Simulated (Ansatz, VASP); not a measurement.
**One calculation of GaH6, two programs**

```xyz
7
Lattice="4.8008 0.0000 0.0000 0.0000 4.8008 0.0000 0.0000 0.0000 4.8008" Properties=species:S:1:pos:R:3 pbc="T T T"
Ga    0.0000    0.0000    0.0000
H     2.4004    2.4004    0.3760
H     2.4004    2.4004    4.4248
H     0.3760    2.4004    2.4004
H     4.4248    2.4004    2.4004
H     2.4004    0.3760    2.4004
H     2.4004    4.4248    2.4004
```

Change from the starting cell: species swapped into the SrB6 type (Pm-3m, No. 221).

Alike in both runs: functional PBE; k mesh 8 × 8 × 8; occupations gaussian, width 0.1 eV; no spin polarisation.

Ansatz relaxed the structure, and its values are those at the end. VASP's run is a single point on that final structure, the one shown.

```csv
,VASP,Ansatz
version,VASP 6.6.1,Ansatz 0.2.0
potentials or method,"VASP PAW PBE potentials, release 64 (Ga_d, H), cutoff 520 eV","scalar-relativistic, plane waves, PAW"
valence electrons in the cell,19,19
```

Ansatz gave:

- gap on the k mesh at the Fermi level (eV): none
- pressure (GPa): 0.0
- rms of the force components (eV/Å): 0.000

Which values does VASP return?

gap on the k mesh at the Fermi level (eV): none; pressure (GPa): -0.1; rms of the force components (eV/Å): 0.006.

A gap of «none» marks a metal or a gap that the smearing closes. With one functional, cell and mesh, what is left measures potentials, basis and numerics.
